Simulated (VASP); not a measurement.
# AlMo3C: single point with PBE

The system is AlMo3C.

```
Al Mo C
1.0
     2.96354    0.00000    0.00000
     0.00000    2.96354    0.00000
     0.00000    0.00000    8.20741
Al Mo C
1 3 1
Cartesian
  0.0000 0.0000 0.0000
  0.0000 0.0000 4.1037
  0.0000 1.4818 6.1733
  1.4818 0.0000 2.0341
  1.4818 1.4818 0.0000
```

The cell was generated, and may not be a known phase.

```
Program             : VASP 6.6.1
Task                : single point
Functional          : PBE
Potentials or basis : VASP PAW PBE potentials, release 64 (Al, Mo_sv, C)
Cutoff              : 520 eV
k mesh              : 4 × 4 × 4
Occupations         : gaussian, width 0.1 eV
Spin                : no spin polarisation
```

```
Pressure               : 0.5 GPa
Largest force          : 0.018 eV/Å
Band gap on the k mesh : zero (an odd number of electrons rules out a gap without spin polarisation)
```

Forces in eV/Å, atoms in the order of the input:
```
Al   0.000  0.000  0.000
Mo   0.000  0.000  0.000
Mo   0.000  0.000  0.018
Mo   0.000  0.000 -0.018
C    0.000  0.000  0.000
```

Stress tensor (GPa, compression positive):
```
0.32 0.00 0.00
0.00 0.32 0.00
0.00 0.00 0.83
```

Levels at points of the mesh, in eV from the Fermi level:
```csv
k point,band 20,band 21,band 22,band 23,band 24,band 25,band 26,band 27,band 28,band 29
"(0.00, 0.00, 0.00)",-1.98,-1.98,-1.24,-1.24,-0.95,0.66,1.49,1.64,2.19,2.19
"(0.50, 0.00, 0.00)",-1.61,-1.14,-1.13,-0.60,-0.56,-0.38,0.45,1.38,1.86,2.73
"(0.50, 0.50, 0.00)",-3.23,-1.97,-0.60,-0.60,-0.57,1.85,1.91,2.05,2.05,3.56
"(0.00, 0.00, 0.50)",-2.25,-2.22,-2.11,-0.50,-0.50,0.62,0.97,0.97,1.34,1.65
"(0.50, 0.00, 0.50)",-1.51,-1.32,-1.28,-1.10,-0.06,0.22,0.36,0.67,2.33,3.01
"(0.50, 0.50, 0.50)",-3.19,-2.23,-1.57,-1.57,0.00,0.85,2.57,3.02,3.02,3.58
```

Wall time 34 s on 1 thread of Intel Xeon 8259CL (shared host), peak memory 0.2 GiB.

Caveat: the k points lie up to 0.53 Å⁻¹ apart, too coarse for converged energies and pressures of a metal.
